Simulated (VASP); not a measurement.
# GaN (F-43m) in VASP: vibrations by perturbation theory with PBE

Aim: the vibrations by perturbation theory of GaN with PBE.

Everything below comes from runs of VASP 6.6.1. Logs are shortened: lines on timing, memory, paths and dates and some standing lists are left out, and cuts for length are marked.

**1. The cell of the first run**

The structure is cubic, space group F-43m (No. 216). Conventional cell: a = 4.548 Å, b = 4.548 Å, c = 4.548 Å, α = 90.00°, β = 90.00°, γ = 90.00°. Ga (site symmetry -43m) has 4 N at 1.97 Å within 2.6 Å. Within 2.6 Å of N (site symmetry -43m) lie 4 Ga at 1.97 Å.

**2. Vibrations by perturbation theory, PBE**

INCAR

```
  ALGO = Normal
  EDIFF = 1E-8
  ENCUT = 600
  GGA = PE
  GGA_COMPAT = False
  IBRION = 8
  ISIF = 2
  ISMEAR = 0
  LASPH = True
  LCHARG = False
  LEPSILON = True
  LREAL = False
  LWAVE = False
  NELM = 120
  NSW = 1
  PREC = Accurate
  SIGMA = 0.01
```

KPOINTS

```
k-points
0
Gamma
  8 8 8
```

POSCAR

```
GaN
1.0
    0.0000000000      2.2742385005      2.2742385005
    2.2742385005      0.0000000000      2.2742385005
    2.2742385005      2.2742385005      0.0000000000
Ga N
1 1
Direct
    0.0000000000      0.0000000000      0.0000000000
    0.2500000000      0.2500000000      0.2500000000
```

Potentials or basis: VASP PAW PBE potentials, release 64 (Ga_d, N).

The run is started by

```bash
$ cat potpaw_PBE.64/Ga_d/POTCAR potpaw_PBE.64/N/POTCAR > POTCAR
$ mpirun -np 1 vasp_std > vasp.out
```

OUTCAR:

```text
EDIFF = 1E-8
   ENCUT = 600
   GGA = PE
   IBRION = 8
   ISIF = 2
   ISMEAR = 0
   LASPH = True
   LEPSILON = True
   LREAL = False
   NELM = 120
   NSW = 1
   PREC = Accurate

 ion  position               nearest neighbor table
   1  0.000  0.000  0.000-   2 1.97   2 1.97   2 1.97   2 1.97
   2  0.250  0.250  0.250-   1 1.97   1 1.97   1 1.97   1 1.97

  LATTYP: Found a face centered cubic cell.
 ALAT       =     4.5484770010

  Lattice vectors:

 A1 = (   0.0000000000,   2.2742385005,   2.2742385005)
 A2 = (   2.2742385005,   0.0000000000,   2.2742385005)
 A3 = (   2.2742385005,   2.2742385005,   0.0000000000)

Analysis of symmetry for initial positions (statically):
=====================================================================
 Subroutine PRICEL returns:
 Original cell was already a primitive cell.

 Routine SETGRP: Setting up the symmetry group for a
 face centered cubic supercell.

 Subroutine GETGRP returns: Found 24 space group operations
 (whereof 24 operations were pure point group operations)
 out of a pool of 48 trial point group operations.

The static configuration has the point symmetry T_d .

Analysis of symmetry for dynamics (positions and initial velocities):
=====================================================================
 Subroutine PRICEL returns:
 Original cell was already a primitive cell.

 Routine SETGRP: Setting up the symmetry group for a
 face centered cubic supercell.

 Subroutine GETGRP returns: Found 24 space group operations
 (whereof 24 operations were pure point group operations)
 out of a pool of 48 trial point group operations.

The dynamic configuration has the point symmetry T_d .

 Subroutine INISYM returns: Found 24 space group operations
 (whereof 24 operations are pure point group operations),
 and found     1 'primitive' translations

----------------------------------------------------------------------------------------

                                     Primitive cell

  volume of cell :      23.5255

  direct lattice vectors                    reciprocal lattice vectors
     0.000000000  2.274238501  2.274238501    -0.219853810  0.219853810  0.219853810
     2.274238501  0.000000000  2.274238501     0.219853810 -0.219853810  0.219853810
     2.274238501  2.274238501  0.000000000     0.219853810  0.219853810 -0.219853810

  length of vectors
     3.216258931  3.216258931  3.216258931     0.380797970  0.380797970  0.380797970

  position of ions in fractional coordinates (direct lattice)
     0.000000000  0.000000000  0.000000000
     0.250000000  0.250000000  0.250000000

  ion indices of the primitive-cell ions
   primitive index   ion index
                 1           1
                 2           2

----------------------------------------------------------------------------------------

 KPOINTS: k-points

Automatic generation of k-mesh.
 Grid dimensions read from file:
 generate k-points for:    8    8    8

 Generating k-lattice:

  Cartesian coordinates                     Fractional coordinates (reciprocal lattice)
    -0.027481726  0.027481726  0.027481726     0.125000000  0.000000000  0.000000000
     0.027481726 -0.027481726  0.027481726     0.000000000  0.125000000  0.000000000
[... 533 lines left out ...]
  ---------------------------------------------------
  free energy    TOTEN  =        -0.38594403 eV

  energy without entropy =       -0.38594403

------------------------ aborting loop because EDIFF is reached ----------------------------------------

--------------------------------------- Ionic step        2  -------------------------------------------

------------------------ aborting loop because EDIFF is reached ----------------------------------------

--------------------------------------- Ionic step        3  -------------------------------------------

------------------------ aborting loop because EDIFF is reached ----------------------------------------

 PIEZOELECTRIC TENSOR FIELD DIRECTION 3  (e Angst)
 -----------------------------------------------------------------------------
    -0.00089 -1.52261  0.00000           ( -0.00000 -0.10015  0.00000)
    -1.52261 -0.00089  0.00000           ( -0.10015 -0.00000  0.00000)
     0.00000  0.00000  0.00082           (  0.00000  0.00000 -0.00000)

 PIEZOELECTRIC TENSOR FIELD DIRECTION 3  (C/m^2)
 -----------------------------------------------------------------------------
    -0.00061 -1.03696  0.00000
    -1.03696 -0.00061  0.00000
     0.00000  0.00000  0.00056

--------------------------------------- Ionic step        4  -------------------------------------------

------------------------ aborting loop because EDIFF is reached ----------------------------------------

[... ionic steps 5 to 6 ...]

--------------------------------------- Ionic step        7  -------------------------------------------

 Free energy of the ion-electron system (eV)
  ---------------------------------------------------
  ---------------------------------------------------
  free energy    TOTEN  =        -0.23269752 eV

  energy without entropy =       -0.23269752

------------------------ aborting loop because EDIFF is reached ----------------------------------------

 INTERNAL STRAIN TENSOR  FOR ION    2  DIRECTION 1   (eV/Angst):
 -----------------------------------------------------------------------------
    -0.00221  0.00000  0.00000
     0.00000 -0.00386 -7.02576
     0.00000 -7.02576 -0.00386

 MACROSCOPIC STATIC DIELECTRIC TENSOR (including local field effects in DFT)
 ------------------------------------------------------
           6.499078    -0.000000    -0.000000
           0.000000     6.499078     0.000000
          -0.000000    -0.000000     6.499078
 ------------------------------------------------------

 PIEZOELECTRIC TENSOR (including local field effects)  for field in x, y, z        (e  Angst)
          XX          YY          ZZ          XY          YZ          ZX
  --------------------------------------------------------------------------------
  x    -0.00000    -0.00000    -0.00000     0.00000    -1.52374     0.00000
  y     0.00000     0.00000    -0.00000     0.00000     0.00000    -1.52374
  z    -0.00000    -0.00000     0.00000    -1.52374     0.00000     0.00000

 PIEZOELECTRIC TENSOR (including local field effects)  for field in x, y, z        (C/m^2)
          XX          YY          ZZ          XY          YZ          ZX
  --------------------------------------------------------------------------------
  x    -0.00000    -0.00000    -0.00000     0.00000    -1.03773     0.00000
  y     0.00000     0.00000    -0.00000     0.00000     0.00000    -1.03773
  z    -0.00000    -0.00000     0.00000    -1.03773     0.00000     0.00000

 BORN EFFECTIVE CHARGES (including local field effects) (in |e|, cummulative output)
 ---------------------------------------------------------------------------------
 ion    1
    1     2.69082    -0.00000    -0.00000
    2     0.00000     2.69082    -0.00000
    3     0.00000     0.00000     2.69082
 ion    2
    1    -2.69082     0.00000     0.00000
    2    -0.00000    -2.69082     0.00000
    3    -0.00000     0.00000    -2.69082

 INTERNAL STRAIN TENSOR FOR ION    2 for displacements in x,y,z  (eV/Angst):
          X           Y           Z          XY          YZ          ZX
  --------------------------------------------------------------------------------
  x     0.00000     0.00000     0.00000     0.00000    -7.02576     0.00000
  y     0.00000     0.00000     0.00000     0.00000     0.00000    -7.02576
  z     0.00000     0.00000     0.00000    -7.02576     0.00000     0.00000

 SECOND DERIVATIVES (NOT SYMMETRIZED)
 ------------------------------------
               1X          1Y          1Z          2X          2Y          2Z
  1X   -11.285506    0.000000    0.000000   11.285506    0.000000    0.000000
  1Y     0.000000  -11.285506    0.000000    0.000000   11.285506    0.000000
  1Z     0.000000    0.000000  -11.285506    0.000000    0.000000   11.285506
  2X    11.293278    0.000000    0.000000  -11.293278    0.000000    0.000000
  2Y     0.000000   11.293278    0.000000    0.000000  -11.293278    0.000000
  2Z     0.000000    0.000000   11.293278    0.000000    0.000000  -11.293278

 Eigenvectors and eigenvalues of the dynamical matrix
 ----------------------------------------------------

   1 f  =   15.384847 THz    96.665843 2PiTHz  513.183251 cm-1    63.626585 meV
             X         Y         Z           dx          dy          dz
      0.000000  0.000000  0.000000     0.000000    0.000000   -0.408818
      1.137119  1.137119  1.137119     0.000000    0.000000    0.912616
[... 21 lines left out ...]
   6 f/i=    0.001976 THz     0.012414 2PiTHz    0.065903 cm-1     0.008171 meV
             X         Y         Z           dx          dy          dz
      0.000000  0.000000  0.000000     0.742182    0.200496   -0.491767
      1.137119  1.137119  1.137119     0.332470    0.089815   -0.220293

--------------------------------------------------------------------------------------------------------

 MACROSCOPIC STATIC DIELECTRIC TENSOR IONIC CONTRIBUTION
 ------------------------------------------------------
           4.933163     0.000000     0.000000
           0.000000     4.933163    -0.000000
           0.000000    -0.000000     4.933163
 ------------------------------------------------------

 ELASTIC MODULI CONTR FROM IONIC RELAXATION (kBar)
 Direction    XX          YY          ZZ          XY          YZ          ZX
 --------------------------------------------------------------------------------
 XX          -0.0000     -0.0000     -0.0000     -0.0000      0.0000      0.0000
 YY          -0.0000     -0.0000     -0.0000     -0.0000     -0.0000      0.0000
 ZZ          -0.0000     -0.0000     -0.0000      0.0000     -0.0000      0.0000
 XY          -0.0000     -0.0000      0.0000   -272.4115      0.0000      0.0000
 YZ           0.0000     -0.0000     -0.0000      0.0000   -272.4115      0.0000
 ZX           0.0000      0.0000      0.0000      0.0000      0.0000   -272.4115
 --------------------------------------------------------------------------------

 PIEZOELECTRIC TENSOR IONIC CONTR  for field in x, y, z        (C/m^2)
          XX          YY          ZZ          XY          YZ          ZX
  --------------------------------------------------------------------------------
  x     0.00000     0.00000     0.00000    -0.00000     1.09081    -0.00000
  y    -0.00000    -0.00000    -0.00000    -0.00000     0.00000     1.09081
  z     0.00000     0.00000     0.00000     1.09081     0.00000     0.00000
```

It took 5 min on 1 thread of Intel Xeon Platinum 8375C at 2.90GHz (Ice Lake), shared host; peak memory 0.25 GiB.

What came out:

```
Electronic dielectric tensor (diagonal)                 : 6.50
Born charges (mean of the diagonal)                     : Ga +2.69; N -2.69 e
Highest phonon frequency at Γ, LO-TO splitting left out : 513 cm⁻¹
```

Phonon frequencies in cm⁻¹ (negative: imaginary):
| q point | frequencies |
| --- | --- |
| (0.000, 0.000, 0.000) | 0 0 0 513 513 513 |

Electronic dielectric tensor:
```
6.50 0.00 0.00
0.00 6.50 0.00
0.00 0.00 6.50
```

Born effective charge tensors (e):
atom 1, Ga
```
2.69 0.00 0.00
0.00 2.69 0.00
0.00 0.00 2.69
```
atom 2, N
```
-2.69  0.00  0.00
 0.00 -2.69  0.00
 0.00  0.00 -2.69
```
